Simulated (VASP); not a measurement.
A run of VASP 6.6.1 is set up as follows.

INCAR

```
PREC = Accurate ; ENCUT = 520
EDIFF = 1E-6 ; ISMEAR = 1
SIGMA = 0.15 ; LREAL = F
LASPH = T ; NELM = 80
ALGO = Normal ; ISIF = 2
LWAVE = F ; LCHARG = F
GGA = PS ; IVDW = 12
NBANDS = 27
```

File KPOINTS:

```
regular mesh
0
Gamma
  6 6 6
```

The input POSCAR:

```
Cu3Sb
1.0
    4.0473829926      0.0000000000      0.0000000000
    0.0000000000      4.0473829926      0.0000000000
    0.0000000000      0.0000000000      4.0473829926
Cu Sb
3 1
Direct
    0.5000000000      0.5000000000      0.0000000000
    0.5000000000      0.0000000000      0.5000000000
    0.0000000000      0.5000000000      0.5000000000
    0.0000000000      0.0000000000      0.0000000000
```

Potentials or basis: VASP PAW PBE potentials, release 64 (Cu, Sb).

Command:

```sh
$ cat potpaw_PBE.64/Cu/POTCAR potpaw_PBE.64/Sb/POTCAR > POTCAR
$ mpirun -np 1 vasp_std > vasp.out
```

Problem. Estimate the pressure.

Solution. -17.8 GPa.

Problem. What does it give for the dispersion energy per atom?

Solution. -0.469 eV.

Caveat: three body term missing; the cell stands under tension; the PAW data sets were made with another functional, which shifts forces and pressure a little.
